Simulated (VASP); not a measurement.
# K (Fm-3m) in VASP: single point with PBE

Aim: the single point of K with PBE.

Everything below comes from runs of VASP 6.6.1. Logs are shortened: lines on timing, memory, paths and dates and some standing lists are left out, and cuts for length are marked.

### Step 1. The cell of the first run

Symmetry: Fm-3m, No. 225, cubic system. Conventional cell: a = 5.911 Å, b = 5.911 Å, c = 5.911 Å, α = 90.00°, β = 90.00°, γ = 90.00°. K (site symmetry m-3m) has 12 K at 4.18 Å within 5.5 Å.

### Step 2. Single point, PBE

Input file INCAR:

```
SYSTEM = K
PREC     = Accurate       ! precision mode
ENCUT    = 520            ! plane-wave cutoff, eV
EDIFF    = 1E-6           ! SCF threshold, eV
ISMEAR   = -1             ! smearing method
SIGMA    = 0.05           ! smearing width, eV
LREAL    = .False.        ! projectors in reciprocal space
LASPH    = .True.         ! aspherical terms in the spheres
NELM     = 100            ! most SCF steps
ALGO     = Normal         ! electronic algorithm
ISIF     = 2              ! what is computed and relaxed
LWAVE    = .False.        ! write WAVECAR
LCHARG   = .False.        ! write CHGCAR
GGA      = PE             ! functional
NBANDS   = 10             ! bands
```

Input file KPOINTS:

```
regular mesh
0
Gamma
  11 11 11
  0 0 0
```

Input file POSCAR:

```
K
1.0
    0.0000000000      2.9552506318      2.9552506318
    2.9552506318      0.0000000000      2.9552506318
    2.9552506318      2.9552506318      0.0000000000
K
1
Direct
    0.0000000000      0.0000000000      0.0000000000
```

Potentials or basis: VASP PAW PBE potentials, release 64 (K_sv).

Run with:

```console
$ cat potpaw_PBE.64/K_sv/POTCAR > POTCAR
$ mpirun -np 1 vasp_std > vasp.out
```

OUTCAR:

```text
SYSTEM = K
   PREC = Accurate
   ENCUT = 520
   EDIFF = 1E-6
   ISMEAR = -1
   LREAL = .False.
   LASPH = .True.
   NELM = 100
   ISIF = 2
   GGA = PE

 ion  position               nearest neighbor table
   1  0.000  0.000  0.000-

  LATTYP: Found a face centered cubic cell.
 ALAT       =     5.9105012636

  Lattice vectors:

 A1 = (   0.0000000000,   2.9552506318,   2.9552506318)
 A2 = (   2.9552506318,   0.0000000000,   2.9552506318)
 A3 = (   2.9552506318,   2.9552506318,   0.0000000000)

Analysis of symmetry for initial positions (statically):
=====================================================================
 Subroutine PRICEL returns:
 Original cell was already a primitive cell.

 Routine SETGRP: Setting up the symmetry group for a
 face centered cubic supercell.

 Subroutine GETGRP returns: Found 48 space group operations
 (whereof 48 operations were pure point group operations)
 out of a pool of 48 trial point group operations.

The static configuration has the point symmetry O_h .

Analysis of symmetry for dynamics (positions and initial velocities):
=====================================================================
 Subroutine PRICEL returns:
 Original cell was already a primitive cell.

 Routine SETGRP: Setting up the symmetry group for a
 face centered cubic supercell.

 Subroutine GETGRP returns: Found 48 space group operations
 (whereof 48 operations were pure point group operations)
 out of a pool of 48 trial point group operations.

The dynamic configuration has the point symmetry O_h .

 Subroutine INISYM returns: Found 48 space group operations
 (whereof 48 operations are pure point group operations),
 and found     1 'primitive' translations

----------------------------------------------------------------------------------------

                                     Primitive cell

  volume of cell :      51.6194

  direct lattice vectors                    reciprocal lattice vectors
     0.000000000  2.955250632  2.955250632    -0.169190388  0.169190388  0.169190388
     2.955250632  0.000000000  2.955250632     0.169190388 -0.169190388  0.169190388
     2.955250632  2.955250632  0.000000000     0.169190388  0.169190388 -0.169190388

  length of vectors
     4.179355524  4.179355524  4.179355524     0.293046348  0.293046348  0.293046348

  position of ions in fractional coordinates (direct lattice)
     0.000000000  0.000000000  0.000000000

  ion indices of the primitive-cell ions
   primitive index   ion index
                 1           1

----------------------------------------------------------------------------------------

 KPOINTS: regular mesh

Automatic generation of k-mesh.
 Grid dimensions read from file:
 generate k-points for:   11   11   11

 Generating k-lattice:

  Cartesian coordinates                     Fractional coordinates (reciprocal lattice)
    -0.015380944  0.015380944  0.015380944     0.090909091  0.000000000  0.000000000
     0.015380944 -0.015380944  0.015380944     0.000000000  0.090909091  0.000000000
     0.015380944  0.015380944 -0.015380944     0.000000000  0.000000000  0.090909091

  Length of vectors
     0.026640577  0.026640577  0.026640577

  Shift w.r.t. Gamma in fractional coordinates (k-lattice)
     0.000000000  0.000000000  0.000000000

 Subroutine IBZKPT returns following result:
 ===========================================

 Found     56 irreducible k-points:

 Following reciprocal coordinates:
            Coordinates               Weight
  0.000000  0.000000  0.000000      1.000000
  0.090909  0.000000  0.000000      8.000000
  0.181818  0.000000  0.000000      8.000000
  0.272727  0.000000  0.000000      8.000000
  0.363636  0.000000  0.000000      8.000000
  0.454545  0.000000  0.000000      8.000000
[... 16 lines left out ...]
 -0.272727  0.181818  0.000000     24.000000
 -0.181818  0.181818  0.000000     12.000000
 [... further k-points ...]
   k-points           NKPTS =     56   k-points in BZ     NKDIM =     56   number of bands    NBANDS=     10
   number of dos      NEDOS =    301   number of ions     NIONS =      1
   total plane-waves  NPLWV =  32768
   dimension x,y,z NGX =    32 NGY =   32 NGZ =   32
   dimension x,y,z NGXF=    64 NGYF=   64 NGZF=   64
   ions per type =               1
   NGX,Y,Z   is equivalent  to a cutoff of  12.73, 12.73, 12.73 a.u.
   NGXF,Y,Z  is equivalent  to a cutoff of  25.46, 25.46, 25.46 a.u.
 SYSTEM =  K
   PREC   = accura    normal or accurate (medium, high low for compatibility)
   ISTART =      0    job   : 0-new  1-cont  2-samecut
   ICHARG =      2    charge: 1-file 2-atom 10-const
   ISPIN  =      1    spin polarized calculation?
   LNONCOLLINEAR =      F non collinear calculations
   LSORBIT =      F    spin-orbit coupling
   LASPH  =      T    aspherical Exc in radial PAW
   ENCUT  =  520.0 eV  38.22 Ry    6.18 a.u.   7.77  7.77  7.77*2*pi/ulx,y,z
   NELM   =    100;   NELMIN=  2; NELMDL= -5     # of ELM steps
   EDIFF  = 0.1E-05   stopping-criterion for ELM
   LREAL  =      F    real-space projection
   EDIFFG = 0.1E-04   stopping-criterion for IOM
   NSW    =      0    number of steps for IOM
   IBRION =     -1    ionic relax: 0-MD 1-quasi-New 2-CG
   NFREE  =      0    steps in history (QN), initial steepest desc. (CG)
   ISIF   =      2    stress and relaxation
   ISYM   =      2    0-nonsym 1-usesym 2-fastsym
   POTIM  = 0.5000    time-step for ionic-motion
   TEBEG  =    0.0;   TEEND  =   0.0 temperature during run
   PSTRESS=    0.0 pullay stress
   NELECT =       9.0000    total number of electrons
   NUPDOWN=      -1.0000    fix difference up-down
   EMIN   =  10.00;   EMAX   =-10.00  energy-range for DOS
   EFERMI =   0.00;   METHOD = LEGACY
   ISMEAR =    -1;   SIGMA  =   0.05  broadening in eV -4-tet -1-fermi 0-gaus
   EFERMI_NEDOS =   21; number of points for ismear=-14 and -15
   IALGO  =     38    algorithm
   IMIX   =      4    mixing-type and parameters
     AMIX     =   0.40;   BMIX     =  1.00
     AMIX_MAG =   1.60;   BMIX_MAG =  1.00
  volume/ion in A,a.u.               =      51.62       348.34
  Fermi-wavevector in a.u.,A,eV,Ry     =   0.914572  1.728291 11.380490  0.836442
  Thomas-Fermi vector in A             =   2.039214
   LORBIT       =      0    0 simple, 1 ext, 2 COOP (PROOUT), +10 PAW based schemes
   GGA     = PE    functional components
   LHFCALC =     F    Hartree Fock is set to
   AEXX    =    0.0000 exact exchange contribution
   IVDW    =     0    specifies the selected vdW correction
   LEPSILON=     F    determine dielectric tensor
   LRPA    =     F    only Hartree local field effects (RPA)
 non-spin polarized calculation
  energy-cutoff  :      520.00
  volume of cell :       51.62
 maximum number of plane-waves:      1411
   NGX = 15   NGY = 15   NGZ = 15

 number of electron       8.9999999 magnetization

 Free energy of the ion-electron system (eV)
  ---------------------------------------------------
  ext. energy  EPLUGINS =         0.00000000
  ---------------------------------------------------
  free energy    TOTEN  =        -0.91794696 eV

  energy without entropy =       -0.91186844  energy(sigma->0) =       -0.91490770

 E-fermi :   0.8770     XC(G=0):  -6.5856

 val. band max:        0.8440963676   @ k =   0.4545   0.0000   0.0000
 cond. band min:       0.9145870052   @ k =  -0.2727   0.2727   0.0909
 fundamental gap:      0.0704906376
 Fermi energy:         0.8770349091

 k-point     1 :       0.0000    0.0000    0.0000
  band No.  band energies     occupation
      1     -31.1816      2.00000
      2     -14.5778      2.00000
      3     -14.5778      2.00000
      4     -14.5778      2.00000
      5      -1.8623      2.00000
      6       5.3145      0.00000
      7       5.3145      0.00000
      8       5.3145      0.00000
      9       6.8769      0.00000
     10       6.8769      0.00000

 k-point     2 :       0.0909    0.0000    0.0000
  band No.  band energies     occupation
      1     -31.1801      2.00000
      2     -14.5960      2.00000
      3     -14.5800      2.00000
      4     -14.5800      2.00000
      5      -1.7305      2.00000
      6       5.0218      0.00000
      7       5.3708      0.00000
      8       5.3708      0.00000
      9       6.7698      0.00000
     10       6.7698      0.00000

 k-point     3 :       0.1818    0.0000    0.0000
  band No.  band energies     occupation
      1     -31.1760      2.00000
      2     -14.6443      2.00000
      3     -14.5861      2.00000
      4     -14.5861      2.00000
      5      -1.3472      2.00000
      6       4.3574      0.00000
      7       5.4554      0.00000
      8       5.4554      0.00000
      9       6.6407      0.00000
     10       6.6407      0.00000

 k-point     4 :       0.2727    0.0000    0.0000
  band No.  band energies     occupation
      1     -31.1706      2.00000
      2     -14.7065      2.00000
      3     -14.5940      2.00000
      4     -14.5940      2.00000
      5      -0.7474      2.00000
      6       3.5644      0.00000
      7       5.3755      0.00000
      8       5.3755      0.00000
      9       6.8364      0.00000
     10       6.8364      0.00000

 k-point     5 :       0.3636    0.0000    0.0000
  band No.  band energies     occupation
      1     -31.1657      2.00000
      2     -14.7625      2.00000
      3     -14.6012      2.00000
      4     -14.6012      2.00000
      5       0.0134      2.00000
      6       2.7224      0.00000
      7       5.1929      0.00000
      8       5.1929      0.00000
      9       7.3329      0.00000
     10       7.3329      0.00000

 k-point     6 :       0.4545    0.0000    0.0000
  band No.  band energies     occupation
      1     -31.1627      2.00000
      2     -14.7953      2.00000
      3     -14.6055      2.00000
      4     -14.6055      2.00000
      5       0.8441      1.31797
      6       1.8728      0.00000
      7       5.0712      0.00000
      8       5.0712      0.00000
      9       7.8120      0.00000
     10       7.8123      0.00000
[... 183 lines left out ...]
 k-point    21 :      -0.4545    0.1818    0.0000
  band No.  band energies     occupation
      1     -31.1600      2.00000
      2     -14.7768      2.00000
      3     -14.6491      2.00000
      4     -14.6185      2.00000
      5       1.4900      0.00001
      6       1.7927      0.00000
      7       4.1108      0.00000
      8       5.3863      0.00000
      9       7.3021      0.00000
     10       7.7901      0.00000

 k-point    22 :      -0.3636    0.1818    0.0000
  band No.  band energies     occupation
      1     -31.1610      2.00000
      2     -14.7663      2.00000
      3     -14.6537      2.00000
      4     -14.6110      2.00000
      5       0.9376      0.45890
      6       2.3671      0.00000
      7       4.0622      0.00000
      8       5.4088      0.00000
      9       7.2036      0.00000
     10       7.7799      0.00000

 k-point    23 :      -0.2727    0.1818    0.0000
  band No.  band energies     occupation
      1     -31.1642      2.00000
      2     -14.7369      2.00000
      3     -14.6469      2.00000
      4     -14.6011      2.00000
      5       0.1380      2.00000
      6       3.1578      0.00000
      7       4.1625      0.00000
      8       5.5615      0.00000
      9       6.5620      0.00000
     10       7.9471      0.00000

 k-point    24 :      -0.1818    0.1818    0.0000
  band No.  band energies     occupation
      1     -31.1688      2.00000
      2     -14.7007      2.00000
      3     -14.6277      2.00000
      4     -14.5919      2.00000
      5      -0.5498      2.00000
      6       3.7184      0.00000
      7       4.5834      0.00000
      8       5.8179      0.00000
      9       6.0508      0.00000
     10       7.4390      0.00000

 [... further k-points ...]

------------------------ aborting loop because EDIFF is reached ----------------------------------------

  FORCE on cell =-STRESS in cart. coord.  units (eV):
  Direction    XX          YY          ZZ          XY          YZ          ZX
  --------------------------------------------------------------------------------------
  -------------------------------------------------------------------------------------
  Total        0.8011140      0.8011140      0.8011140      0.0000000     -0.0000000     -0.0000000
  in kB       24.8651999     24.8651999     24.8651999      0.0000000     -0.0000000     -0.0000000
  external PRESSURE =      24.8651999 kB  Pullay stress =       0.0000000 kB

 VOLUME and BASIS-vectors are now :
 -----------------------------------------------------------------------------
  energy-cutoff  :      520.00
  volume of cell :       51.62
      direct lattice vectors                 reciprocal lattice vectors
     0.000000000  2.955250632  2.955250632    -0.169190388  0.169190388  0.169190388
     2.955250632  0.000000000  2.955250632     0.169190388 -0.169190388  0.169190388
     2.955250632  2.955250632  0.000000000     0.169190388  0.169190388 -0.169190388

 POSITION                                       TOTAL-FORCE (eV/Angst)
 -----------------------------------------------------------------------------------
      0.00000      0.00000      0.00000        -0.000000     -0.000000      0.000000
 -----------------------------------------------------------------------------------
    total drift:                                0.000000      0.000000      0.000000

  FREE ENERGIE OF THE ION-ELECTRON SYSTEM (eV)
  ---------------------------------------------------
  free  energy   TOTEN  =        -0.9179469591 eV

  energy  without entropy=       -0.9118684448  energy(sigma->0) =       -0.91490770
```

It took 16 s on 1 thread of Intel Xeon 6975P-C, shared host; peak memory 0.18 GiB.

What came out:

* Free energy: -0.9179 eV
* Pressure: 2.5 GPa

Levels at points of the mesh, in eV from the Fermi level:
```csv
k point,band 2,band 3,band 4,band 5,band 6,band 7,band 8,band 9
"(0.00, 0.00, 0.00)",-15.45,-15.45,-15.45,-2.74,4.44,4.44,4.44,6.00
```
